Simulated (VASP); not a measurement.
# SrO (P6_3/mmc) in VASP: notebook

Aim: see how the results for SrO move with the level of theory and the settings. Levels: LDA, PBEsol. Tasks: single point.

Everything below comes from runs of VASP 6.6.1. Logs are shortened: lines on timing, memory, paths and dates and some standing lists are left out, and cuts for length are marked.

**1. The cell of the first run**

Symmetry: P6_3/mmc, No. 194, hexagonal system. The conventional cell has a = 3.505 Å, b = 3.505 Å, c = 6.133 Å, α = 90.00°, β = 90.00°, γ = 120.00°. Sr (site symmetry -6m2) has 6 O at 2.54 Å and 12 Sr at 3.51 to 3.67 Å within 3.7 Å. Within 3.6 Å of O (site symmetry -3m) lie 6 Sr at 2.54 Å and 8 O at 3.07 to 3.51 Å.

**2. Single point, LDA**

INCAR

```
SYSTEM = SrO
ALGO     = Normal         ! electronic algorithm
EDIFF    = 1E-6           ! SCF threshold, eV
ENCUT    = 520            ! plane-wave cutoff, eV
ISIF     = 2              ! what is computed and relaxed
ISMEAR   = -1             ! smearing method
LASPH    = .True.         ! aspherical terms in the spheres
LCHARG   = .True.         ! write CHGCAR
LELF     = .True.         ! ELF
LREAL    = .False.        ! projectors in reciprocal space
LVHAR    = .True.       
LWAVE    = .False.        ! write WAVECAR
NBANDS   = 24             ! bands
NELM     = 100            ! most SCF steps
PREC     = Accurate       ! precision mode
SIGMA    = 0.05           ! smearing width, eV
```

KPOINTS

```
k-points
0
Gamma
  9 9 5
  0 0 0
```

POSCAR

```
SrO
1.0
    3.5052647967      0.0000000000      0.0000000000
   -1.7526323983      3.0356483609      0.0000000000
    0.0000000000      0.0000000000      6.1332760581
Sr O
2 2
Direct
    0.6666666667      0.3333333333      0.7500000000
    0.3333333333      0.6666666667      0.2500000000
    0.0000000000      0.0000000000      0.5000000000
    0.0000000000      0.0000000000      0.0000000000
```

Potentials or basis: VASP PAW LDA potentials, release 64 (Sr_sv, O).

Started as:

```bash
$ cat potpaw_LDA.64/Sr_sv/POTCAR potpaw_LDA.64/O/POTCAR > POTCAR
$ mpirun -np 1 vasp_std > vasp.out
```

OUTCAR:

```text
SYSTEM = SrO
   EDIFF = 1E-6
   ENCUT = 520
   ISIF = 2
   ISMEAR = -1
   LASPH = .True.
   LREAL = .False.
   NELM = 100
   PREC = Accurate

 ion  position               nearest neighbor table
   1  0.667  0.333  0.750-   3 2.54   4 2.54   3 2.54   4 2.54   3 2.54   4 2.54   2 3.67   2 3.67
                             2 3.67   2 3.67   2 3.67   2 3.67   2 5.08   2 5.08   2 5.08   2 5.08
   2  0.333  0.667  0.250-   3 2.54   4 2.54   3 2.54   4 2.54   3 2.54   4 2.54   1 3.67   1 3.67
                             1 3.67   1 3.67   1 3.67   1 3.67   1 5.08   1 5.08   1 5.08   1 5.08
   3  0.000  0.000  0.500-   1 2.54   2 2.54   2 2.54   1 2.54   1 2.54   2 2.54
   4  0.000  0.000  0.000-   1 2.54   2 2.54   2 2.54   1 2.54   1 2.54   2 2.54

  LATTYP: Found a hexagonal cell.
 ALAT       =     3.5052647967
 C/A-ratio  =     1.7497325919

  Lattice vectors:

 A1 = (   3.5052647967,   0.0000000000,   0.0000000000)
 A2 = (  -1.7526323983,   3.0356483609,   0.0000000000)
 A3 = (   0.0000000000,   0.0000000000,   6.1332760581)

Analysis of symmetry for initial positions (statically):
=====================================================================
 Subroutine PRICEL returns:
 Original cell was already a primitive cell.

 Routine SETGRP: Setting up the symmetry group for a
 hexagonal supercell.

 Subroutine GETGRP returns: Found 24 space group operations
 (whereof 12 operations were pure point group operations)
 out of a pool of 24 trial point group operations.

The static configuration has the point symmetry D_3d.
 The point group associated with its full space group is D_6h.

Analysis of symmetry for dynamics (positions and initial velocities):
=====================================================================
 Subroutine PRICEL returns:
 Original cell was already a primitive cell.

 Routine SETGRP: Setting up the symmetry group for a
 hexagonal supercell.

 Subroutine GETGRP returns: Found 24 space group operations
 (whereof 12 operations were pure point group operations)
 out of a pool of 24 trial point group operations.

The dynamic configuration has the point symmetry D_3d.
 The point group associated with its full space group is D_6h.

 Subroutine INISYM returns: Found 24 space group operations
 (whereof 12 operations are pure point group operations),
 and found     1 'primitive' translations

----------------------------------------------------------------------------------------

                                     Primitive cell

  volume of cell :      65.2627

  direct lattice vectors                    reciprocal lattice vectors
     3.505264797  0.000000000  0.000000000     0.285285152  0.164709459  0.000000000
    -1.752632398  3.035648361  0.000000000     0.000000000  0.329418919  0.000000000
     0.000000000  0.000000000  6.133276058     0.000000000  0.000000000  0.163045001

  length of vectors
     3.505264797  3.505264797  6.133276058     0.329418918  0.329418919  0.163045001

  position of ions in fractional coordinates (direct lattice)
     0.666666667  0.333333333  0.750000000
     0.333333333  0.666666667  0.250000000
     0.000000000  0.000000000  0.500000000
     0.000000000  0.000000000  0.000000000

  ion indices of the primitive-cell ions
   primitive index   ion index
                 1           1
                 2           2
                 3           3
                 4           4

----------------------------------------------------------------------------------------

 KPOINTS: k-points

Automatic generation of k-mesh.
 Grid dimensions read from file:
 generate k-points for:    9    9    5

 Generating k-lattice:

  Cartesian coordinates                     Fractional coordinates (reciprocal lattice)
     0.031698350  0.018301051  0.000000000     0.111111111  0.000000000  0.000000000
     0.000000000  0.036602102  0.000000000     0.000000000  0.111111111  0.000000000
     0.000000000  0.000000000  0.032609000     0.000000000  0.000000000  0.200000000

  Length of vectors
     0.036602102  0.036602102  0.032609000

  Shift w.r.t. Gamma in fractional coordinates (k-lattice)
     0.000000000  0.000000000  0.000000000

 Subroutine IBZKPT returns following result:
 ===========================================

 Found     36 irreducible k-points:

 Following reciprocal coordinates:
            Coordinates               Weight
  0.000000  0.000000  0.000000      1.000000
  0.111111  0.000000  0.000000      6.000000
  0.222222  0.000000  0.000000      6.000000
  0.333333  0.000000  0.000000      6.000000
  0.444444  0.000000  0.000000      6.000000
  0.111111  0.111111  0.000000      6.000000
[... 16 lines left out ...]
  0.333333  0.222222  0.200000     24.000000
  0.333333  0.333333  0.200000      4.000000
 [... further k-points ...]
   k-points           NKPTS =     36   k-points in BZ     NKDIM =     36   number of bands    NBANDS=     24
   number of dos      NEDOS =    301   number of ions     NIONS =      4
   total plane-waves  NPLWV =  37632
   dimension x,y,z NGX =    28 NGY =   28 NGZ =   48
   dimension x,y,z NGXF=    56 NGYF=   56 NGZF=   96
   ions per type =               2   2
   NGX,Y,Z   is equivalent  to a cutoff of  13.28, 13.28, 13.01 a.u.
   NGXF,Y,Z  is equivalent  to a cutoff of  26.56, 26.56, 26.02 a.u.
 SYSTEM =  SrO
   PREC   = accura    normal or accurate (medium, high low for compatibility)
   ISTART =      0    job   : 0-new  1-cont  2-samecut
   ICHARG =      2    charge: 1-file 2-atom 10-const
   ISPIN  =      1    spin polarized calculation?
   LNONCOLLINEAR =      F non collinear calculations
   LSORBIT =      F    spin-orbit coupling
   LASPH  =      T    aspherical Exc in radial PAW
   ENCUT  =  520.0 eV  38.22 Ry    6.18 a.u.   6.52  6.52 11.40*2*pi/ulx,y,z
   NELM   =    100;   NELMIN=  2; NELMDL= -5     # of ELM steps
   EDIFF  = 0.1E-05   stopping-criterion for ELM
   LREAL  =      F    real-space projection
   EDIFFG = 0.1E-04   stopping-criterion for IOM
   NSW    =      0    number of steps for IOM
   IBRION =     -1    ionic relax: 0-MD 1-quasi-New 2-CG
   NFREE  =      0    steps in history (QN), initial steepest desc. (CG)
   ISIF   =      2    stress and relaxation
   ISYM   =      2    0-nonsym 1-usesym 2-fastsym
   POTIM  = 0.5000    time-step for ionic-motion
   TEBEG  =    0.0;   TEEND  =   0.0 temperature during run
   PSTRESS=    0.0 pullay stress
   NELECT =      32.0000    total number of electrons
   NUPDOWN=      -1.0000    fix difference up-down
   EMIN   =  10.00;   EMAX   =-10.00  energy-range for DOS
   EFERMI =   0.00;   METHOD = LEGACY
   ISMEAR =    -1;   SIGMA  =   0.05  broadening in eV -4-tet -1-fermi 0-gaus
   EFERMI_NEDOS =   21; number of points for ismear=-14 and -15
   IALGO  =     38    algorithm
   IMIX   =      4    mixing-type and parameters
     AMIX     =   0.40;   BMIX     =  1.00
     AMIX_MAG =   1.60;   BMIX_MAG =  1.00
  volume/ion in A,a.u.               =      16.32       110.10
  Fermi-wavevector in a.u.,A,eV,Ry     =   1.290932  2.439507 22.674168  1.666504
  Thomas-Fermi vector in A             =   2.422733
   LORBIT       =      0    0 simple, 1 ext, 2 COOP (PROOUT), +10 PAW based schemes
   GGA     = CA    functional components
   LHFCALC =     F    Hartree Fock is set to
   AEXX    =    0.0000 exact exchange contribution
   IVDW    =     0    specifies the selected vdW correction
   LEPSILON=     F    determine dielectric tensor
   LRPA    =     F    only Hartree local field effects (RPA)
 non-spin polarized calculation
  energy-cutoff  :      520.00
  volume of cell :       65.26
 maximum number of plane-waves:      1793
 NGX is ok and might be reduce to    28
   NGX = 13   NGY = 13   NGZ = 23

 number of electron      32.0000013 magnetization

 Free energy of the ion-electron system (eV)
  ---------------------------------------------------
  ext. energy  EPLUGINS =         0.00000000
  ---------------------------------------------------
  free energy    TOTEN  =       -26.46555637 eV

  energy without entropy =      -26.46555637  energy(sigma->0) =      -26.46555637

 E-fermi :   3.0741     XC(G=0): -10.7143

 val. band max:        2.1157325686   @ k =   0.0000   0.0000   0.0000
 cond. band min:       5.0376852182   @ k =   0.4444   0.0000   0.0000
 fundamental gap:      2.9219526497
 Fermi energy:         3.0740697381

 k-point     1 :       0.0000    0.0000    0.0000
  band No.  band energies     occupation
      1     -30.4644      2.00000
      2     -30.3283      2.00000
      3     -14.9269      2.00000
      4     -13.1953      2.00000
      5     -12.1731      2.00000
      6     -12.1731      2.00000
[... 16 lines left out ...]
     23       9.5306      0.00000
     24      10.5162      0.00000

 k-point     2 :       0.1111    0.0000    0.0000
  band No.  band energies     occupation
      1     -30.4445      2.00000
      2     -30.3162      2.00000
      3     -14.8221      2.00000
      4     -13.5152      2.00000
      5     -12.3104      2.00000
      6     -12.2270      2.00000
[... 16 lines left out ...]
     23       9.7564      0.00000
     24      10.2029      0.00000

 k-point     3 :       0.2222    0.0000    0.0000
  band No.  band energies     occupation
      1     -30.3926      2.00000
      2     -30.2861      2.00000
      3     -14.5184      2.00000
      4     -14.0628      2.00000
      5     -12.6294      2.00000
      6     -12.3372      2.00000
[... 16 lines left out ...]
     23      10.2151      0.00000
     24      10.3353      0.00000

 k-point     4 :       0.3333    0.0000    0.0000
  band No.  band energies     occupation
      1     -30.3295      2.00000
      2     -30.2547      2.00000
      3     -14.5307      2.00000
      4     -14.0524      2.00000
      5     -12.9654      2.00000
      6     -12.4478      2.00000
[... 16 lines left out ...]
     23      10.9916      0.00000
     24      11.0457      0.00000

 k-point     5 :       0.4444    0.0000    0.0000
  band No.  band energies     occupation
      1     -30.2827      2.00000
      2     -30.2389      2.00000
      3     -14.7944      2.00000
      4     -13.5349      2.00000
      5     -13.1721      2.00000
      6     -12.5938      2.00000
[... 16 lines left out ...]
     23      11.6842      0.00000
     24      12.2046      0.00000

 k-point     6 :       0.1111    0.1111    0.0000
  band No.  band energies     occupation
      1     -30.4085      2.00000
      2     -30.2950      2.00000
      3     -14.6178      2.00000
      4     -13.9110      2.00000
      5     -12.5523      2.00000
      6     -12.2651      2.00000
[... 16 lines left out ...]
     23       9.8713      0.00000
     24      10.1104      0.00000
[... 379 lines left out ...]
 k-point    21 :       0.4444    0.1111    0.2000
  band No.  band energies     occupation
      1     -30.2660      2.00000
      2     -30.2390      2.00000
      3     -14.7547      2.00000
      4     -13.7886      2.00000
      5     -12.7128      2.00000
      6     -12.7038      2.00000
[... 16 lines left out ...]
     23      11.5872      0.00000
     24      11.8923      0.00000

 k-point    22 :       0.2222    0.2222    0.2000
  band No.  band energies     occupation
      1     -30.2946      2.00000
      2     -30.2477      2.00000
      3     -14.5835      2.00000
      4     -13.9378      2.00000
      5     -12.8449      2.00000
      6     -12.6363      2.00000
[... 16 lines left out ...]
     23      11.2831      0.00000
     24      11.4712      0.00000

 k-point    23 :       0.3333    0.2222    0.2000
  band No.  band energies     occupation
      1     -30.2584      2.00000
      2     -30.2359      2.00000
      3     -14.7128      2.00000
      4     -13.6811      2.00000
      5     -12.8575      2.00000
      6     -12.7856      2.00000
[... 16 lines left out ...]
     23      11.5054      0.00000
     24      11.9762      0.00000

 k-point    24 :       0.3333    0.3333    0.2000
  band No.  band energies     occupation
      1     -30.2388      2.00000
      2     -30.2388      2.00000
      3     -14.7243      2.00000
      4     -13.5194      2.00000
      5     -12.9682      2.00000
      6     -12.9682      2.00000
[... 16 lines left out ...]
     23      11.8851      0.00000
     24      11.8851      0.00000

 [... further k-points ...]
[... 5 lines left out ...]
  --------------------------------------------------------------------------------------
  -------------------------------------------------------------------------------------
  Total       -0.5523537     -0.5523537     -0.6888146     -0.0000000      0.0000000      0.0000000
  in kB      -13.5601050    -13.5601050    -16.9101769     -0.0000000      0.0000000      0.0000000
  external PRESSURE =     -14.6767956 kB  Pullay stress =       0.0000000 kB

 VOLUME and BASIS-vectors are now :
 -----------------------------------------------------------------------------
  energy-cutoff  :      520.00
  volume of cell :       65.26
      direct lattice vectors                 reciprocal lattice vectors
     3.505264797  0.000000000  0.000000000     0.285285152  0.164709459  0.000000000
    -1.752632398  3.035648361  0.000000000     0.000000000  0.329418919  0.000000000
     0.000000000  0.000000000  6.133276058     0.000000000  0.000000000  0.163045001

 POSITION                                       TOTAL-FORCE (eV/Angst)
 -----------------------------------------------------------------------------------
      1.75263      1.01188      4.59996        -0.000000      0.000000      0.000000
     -0.00000      2.02377      1.53332         0.000000     -0.000000      0.000000
      0.00000      0.00000      3.06664         0.000000      0.000000      0.000000
      0.00000      0.00000      0.00000         0.000000      0.000000      0.000000
 -----------------------------------------------------------------------------------
    total drift:                                0.000000     -0.000000      0.000000

  FREE ENERGIE OF THE ION-ELECTRON SYSTEM (eV)
  ---------------------------------------------------
  free  energy   TOTEN  =       -26.4655563707 eV

  energy  without entropy=      -26.4655563706  energy(sigma->0) =      -26.46555637
```

It took 81 s on 1 thread of Intel Xeon 8259CL, shared host; peak memory 0.19 GiB.

What came out:

* Free energy: -26.4656 eV
* Pressure: -1.5 GPa
* Band gap on the k mesh: 2.92 eV (least direct gap 3.11 eV)

A k mesh can miss the band edges.

[end of part 1 of 3]
